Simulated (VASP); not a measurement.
# NbN (Fm-3m) in VASP: single point with PBE

Aim: the single point of NbN with PBE.

All numbers are computed with VASP 6.6.1; they aren't measurements. Logs are shortened: lines on timing, memory, paths and dates and some standing lists are left out, and cuts for length are marked.

### Step 1. The cell of the first run

Symmetry: Fm-3m, No. 225, cubic system. Conventional cell: a = 4.422 Å, b = 4.422 Å, c = 4.422 Å, α = 90.00°, β = 90.00°, γ = 90.00°. Within 2.9 Å of Nb (site symmetry m-3m) lie 6 N at 2.21 Å. N (site symmetry m-3m) has 6 Nb at 2.21 Å within 2.9 Å.

### Step 2. Single point, PBE, non-collinear spin, zero start, spin-orbit coupling

Contents of POSCAR:

```
NbN
1.0
    0.0000000000      2.2107715326      2.2107715326
    2.2107715326      0.0000000000      2.2107715326
    2.2107715326      2.2107715326      0.0000000000
Nb N
1 1
Direct
    0.5000000000      0.5000000000      0.5000000000
    0.0000000000      0.0000000000      0.0000000000
```

Contents of INCAR.step1:

```
SYSTEM = NbN
PREC = Accurate
ENCUT = 520
EDIFF = 1E-6
ISMEAR = 0
SIGMA = 0.1
LREAL = .FALSE.
LASPH = .TRUE.
NELM = 200
ALGO = Normal
ISIF = 2
LWAVE = .FALSE.
LCHARG = .TRUE.
LNONCOLLINEAR = .TRUE.
MAGMOM = 0 0 0 0 0 0
LSORBIT = .TRUE.
GGA_COMPAT = .FALSE.
LORBMOM = .TRUE.
LMAXMIX = 4
GGA = PE
NBANDS = 30
NEDOS = 2001
LORBIT = 11
```

Contents of KPOINTS.step1:

```
Automatic mesh
0
G
  16 16 16
  0 0 0
```

Contents of INCAR.step2:

```
SYSTEM = NbN
PREC = Accurate
ENCUT = 520
EDIFF = 1E-6
ISMEAR = -5
SIGMA = 0.1
LREAL = .FALSE.
LASPH = .TRUE.
NELM = 200
ALGO = Normal
ISIF = 2
LWAVE = .FALSE.
LCHARG = .FALSE.
LNONCOLLINEAR = .TRUE.
MAGMOM = 0 0 0 0 0 0
LORBIT = 11
LSORBIT = .TRUE.
GGA_COMPAT = .FALSE.
LORBMOM = .TRUE.
LMAXMIX = 4
GGA = PE
NBANDS = 30
NEDOS = 1001
ICHARG = 11
```

Contents of KPOINTS.step2:

```
Automatic mesh
0
G
  24 24 24
  0 0 0
```

Potentials or basis: VASP PAW PBE potentials, release 64 (Nb_sv, N).

On the command line:

```
> cat potpaw_PBE.64/Nb_sv/POTCAR potpaw_PBE.64/N/POTCAR > POTCAR
> cp INCAR.step1 INCAR
> cp KPOINTS.step1 KPOINTS
> mpirun -np 1 vasp_ncl > vasp.out
> cp INCAR.step2 INCAR
> cp KPOINTS.step2 KPOINTS
> mpirun -np 1 vasp_ncl > vasp.out
```

OUTCAR:

```text
SYSTEM = NbN
   PREC = Accurate
   ENCUT = 520
   EDIFF = 1E-6
   ISMEAR = -5
   LREAL = .FALSE.
   LASPH = .TRUE.
   NELM = 200
   ISIF = 2
   LNONCOLLINEAR = .TRUE.
   LORBIT = 11
   LSORBIT = .TRUE.
   GGA = PE
   ICHARG = 11

 ion  position               nearest neighbor table
   1  0.500  0.500  0.500-   2 2.21   2 2.21   2 2.21   2 2.21   2 2.21   2 2.21
   2  0.000  0.000  0.000-   1 2.21   1 2.21   1 2.21   1 2.21   1 2.21   1 2.21

  LATTYP: Found a face centered cubic cell.
 ALAT       =     4.4215430652

  Lattice vectors:

 A1 = (   0.0000000000,   2.2107715326,   2.2107715326)
 A2 = (   2.2107715326,   0.0000000000,   2.2107715326)
 A3 = (   2.2107715326,   2.2107715326,   0.0000000000)

Analysis of symmetry for initial positions (statically):
=====================================================================
 Subroutine PRICEL returns:
 Original cell was already a primitive cell.

 Routine SETGRP: Setting up the symmetry group for a
 face centered cubic supercell.

 Subroutine GETGRP returns: Found 48 space group operations
 (whereof 48 operations were pure point group operations)
 out of a pool of 48 trial point group operations.

The static configuration has the point symmetry O_h .

Analysis of symmetry for dynamics (positions and initial velocities):
=====================================================================
 Subroutine PRICEL returns:
 Original cell was already a primitive cell.

 Routine SETGRP: Setting up the symmetry group for a
 face centered cubic supercell.

 Subroutine GETGRP returns: Found 48 space group operations
 (whereof 48 operations were pure point group operations)
 out of a pool of 48 trial point group operations.

The dynamic configuration has the point symmetry O_h .

Analysis of structural, dynamic, and magnetic symmetry:
=====================================================================
 Subroutine PRICEL returns:
 Original cell was already a primitive cell.

 Routine SETGRP: Setting up the symmetry group for a
 face centered cubic supercell.

 Subroutine GETGRP returns: Found 48 space group operations
 (whereof 48 operations were pure point group operations)
 out of a pool of 48 trial point group operations.

The overall configuration has the point symmetry O_h .

 Subroutine INISYM returns: Found 48 space group operations
 (whereof 48 operations are pure point group operations),
 and found     1 'primitive' translations

----------------------------------------------------------------------------------------

                                     Primitive cell

  volume of cell :      21.6103

  direct lattice vectors                    reciprocal lattice vectors
     0.000000000  2.210771533  2.210771533    -0.226165387  0.226165387  0.226165387
     2.210771533  0.000000000  2.210771533     0.226165387 -0.226165387  0.226165387
     2.210771533  2.210771533  0.000000000     0.226165387  0.226165387 -0.226165387

  length of vectors
     3.126503085  3.126503085  3.126503085     0.391729942  0.391729942  0.391729942

  position of ions in fractional coordinates (direct lattice)
     0.500000000  0.500000000  0.500000000
     0.000000000  0.000000000  0.000000000

  ion indices of the primitive-cell ions
   primitive index   ion index
                 1           1
                 2           2

----------------------------------------------------------------------------------------

 KPOINTS: Automatic mesh

Automatic generation of k-mesh.
 Grid dimensions read from file:
 generate k-points for:   24   24   24

 Generating k-lattice:

  Cartesian coordinates                     Fractional coordinates (reciprocal lattice)
    -0.009423558  0.009423558  0.009423558     0.041666667  0.000000000  0.000000000
     0.009423558 -0.009423558  0.009423558     0.000000000  0.041666667  0.000000000
[... 92 lines left out ...]
  energy-cutoff  :      520.00
  volume of cell :       21.61
 maximum number of plane-waves:      1208

 number of electron      18.0000003 magnetization      -0.0000000      0.0000000      0.0000000

 Free energy of the ion-electron system (eV)
  ---------------------------------------------------
  ext. energy  EPLUGINS =         0.00000000
  ---------------------------------------------------
  free energy    TOTEN  =       -20.61932448 eV

  energy without entropy =      -20.61932448  energy(sigma->0) =      -20.61932448

 E-fermi :  13.6813     XC(G=0): -13.2722

 val. band max:       13.7563022584   @ k =  -0.2917   0.1667   0.0000
 cond. band min:      13.5872033289   @ k =  -0.2917   0.0417   0.0000
 fundamental gap:     -0.1690989294
 Fermi energy:        13.6813453981

 k-point     1 :       0.0000    0.0000    0.0000
  band No.  band energies     occupation
      1     -42.7314      1.00000
      2     -42.7314      1.00000
      3     -19.8134      1.00000
      4     -19.8134      1.00000
      5     -17.7148      1.00000
      6     -17.7148      1.00000
[... 781 lines left out ...]
     29      26.2130      0.00000
     30      26.2534      0.00000

 [... further k-points ...]

------------------------ aborting loop because EDIFF is reached ----------------------------------------

  FORCE on cell =-STRESS in cart. coord.  units (eV):
  Direction    XX          YY          ZZ          XY          YZ          ZX
  --------------------------------------------------------------------------------------
  -------------------------------------------------------------------------------------
  Total       -0.0906908     -0.0906908     -0.0906908      0.0000000     -0.0000000      0.0000000
  in kB       -6.7237596     -6.7237596     -6.7237596      0.0000000     -0.0000000      0.0000000
  external PRESSURE =      -6.7237596 kB  Pullay stress =       0.0000000 kB

 VOLUME and BASIS-vectors are now :
 -----------------------------------------------------------------------------
  energy-cutoff  :      520.00
  volume of cell :       21.61
      direct lattice vectors                 reciprocal lattice vectors
     0.000000000  2.210771533  2.210771533    -0.226165387  0.226165387  0.226165387
     2.210771533  0.000000000  2.210771533     0.226165387 -0.226165387  0.226165387
     2.210771533  2.210771533  0.000000000     0.226165387  0.226165387 -0.226165387

 POSITION                                       TOTAL-FORCE (eV/Angst)
 -----------------------------------------------------------------------------------
      2.21077      2.21077      2.21077         0.000000     -0.000000      0.000000
      0.00000      0.00000      0.00000        -0.000000      0.000000     -0.000000
 -----------------------------------------------------------------------------------
    total drift:                               -0.000000     -0.000000     -0.000000

  FREE ENERGIE OF THE ION-ELECTRON SYSTEM (eV)
  ---------------------------------------------------
  free  energy   TOTEN  =       -20.6193244827 eV

  energy  without entropy=      -20.6193244827  energy(sigma->0) =      -20.61932448

 orbital moment (x)

 # of ion     p       d       tot
 ----------------------------------------
  1         0.000  -0.000  -0.000
  2         0.000   0.000   0.000
 ----------------------------------------
            0.000  -0.000  -0.000

 orbital moment (y)

 # of ion     p       d       tot
 ----------------------------------------
  1         0.000   0.000   0.000
  2        -0.000   0.000  -0.000
 ----------------------------------------
           -0.000   0.000   0.000

 orbital moment (z)

 # of ion     p       d       tot
 ----------------------------------------
  1         0.000   0.000   0.000
  2         0.000   0.000   0.000
 ----------------------------------------
            0.000   0.000   0.000

 Spin-Orbit-Coupling matrix elements

 Ion:    1  E_soc:     -0.1671006
 l=   1
     0.0000000    -0.0258287    -0.0258287
    -0.0258287     0.0000000    -0.0258287
    -0.0258287    -0.0258287     0.0000000
 l=   2
     0.0000000    -0.0006444     0.0000000    -0.0006444    -0.0013770
    -0.0006444     0.0000000    -0.0010327    -0.0006444    -0.0003442
     0.0000000    -0.0010327     0.0000000    -0.0010327     0.0000000
    -0.0006444    -0.0006444    -0.0010327     0.0000000    -0.0003442
    -0.0013770    -0.0003442     0.0000000    -0.0003442     0.0000000
 l=   3
     0.0000000     0.0000000     0.0000000     0.0000000     0.0000000     0.0000000     0.0000000
     0.0000000     0.0000000     0.0000000     0.0000000     0.0000000     0.0000000     0.0000000
     0.0000000     0.0000000     0.0000000     0.0000000     0.0000000     0.0000000     0.0000000
     0.0000000     0.0000000     0.0000000     0.0000000     0.0000000     0.0000000     0.0000000
     0.0000000     0.0000000     0.0000000     0.0000000     0.0000000     0.0000000     0.0000000
     0.0000000     0.0000000     0.0000000     0.0000000     0.0000000     0.0000000     0.0000000
     0.0000000     0.0000000     0.0000000     0.0000000     0.0000000     0.0000000     0.0000000

 Ion:    2  E_soc:     -0.0002013
 l=   1
     0.0000000    -0.0000336    -0.0000336
    -0.0000336     0.0000000    -0.0000336
    -0.0000336    -0.0000336     0.0000000
 l=   2
     0.0000000     0.0000000     0.0000000     0.0000000     0.0000000
     0.0000000     0.0000000     0.0000000     0.0000000     0.0000000
     0.0000000     0.0000000     0.0000000     0.0000000     0.0000000
     0.0000000     0.0000000     0.0000000     0.0000000     0.0000000
     0.0000000     0.0000000     0.0000000     0.0000000     0.0000000
 l=   3
     0.0000000     0.0000000     0.0000000     0.0000000     0.0000000     0.0000000     0.0000000
     0.0000000     0.0000000     0.0000000     0.0000000     0.0000000     0.0000000     0.0000000
     0.0000000     0.0000000     0.0000000     0.0000000     0.0000000     0.0000000     0.0000000
     0.0000000     0.0000000     0.0000000     0.0000000     0.0000000     0.0000000     0.0000000
     0.0000000     0.0000000     0.0000000     0.0000000     0.0000000     0.0000000     0.0000000
     0.0000000     0.0000000     0.0000000     0.0000000     0.0000000     0.0000000     0.0000000
     0.0000000     0.0000000     0.0000000     0.0000000     0.0000000     0.0000000     0.0000000

 total charge

# of ion       s       p       d       tot
------------------------------------------
    1        2.147   6.051   2.421  10.619
    2        1.239   2.501   0.000   3.740
--------------------------------------------------
tot          3.386   8.552   2.421  14.359

 magnetization (x)

# of ion       s       p       d       tot
------------------------------------------
    1        0.000   0.000   0.000   0.000
    2       -0.000   0.000   0.000  -0.000
--------------------------------------------------
tot          0.000   0.000   0.000   0.000

 magnetization (y)

# of ion       s       p       d       tot
------------------------------------------
    1        0.000  -0.000   0.000   0.000
    2       -0.000  -0.000   0.000  -0.000
--------------------------------------------------
tot          0.000  -0.000   0.000   0.000

 magnetization (z)

# of ion       s       p       d       tot
------------------------------------------
    1        0.000  -0.000   0.000   0.000
    2        0.000  -0.000   0.000   0.000
--------------------------------------------------
tot          0.000  -0.000   0.000   0.000
```

Run time: 6.5 min. Hardware: 1 thread of AMD EPYC 9R45 (Zen 5), shared host; peak memory 0.44 GiB.

Results:

```
Net moment                                            : 0.00 μB per cell
Valence electrons inside the program's atomic spheres : Nb 10.62; N 3.74
```

Moments on the atoms (μB; x, y, z):
```
Nb  0.00 0.00 0.00
N   0.00 0.00 0.00
```
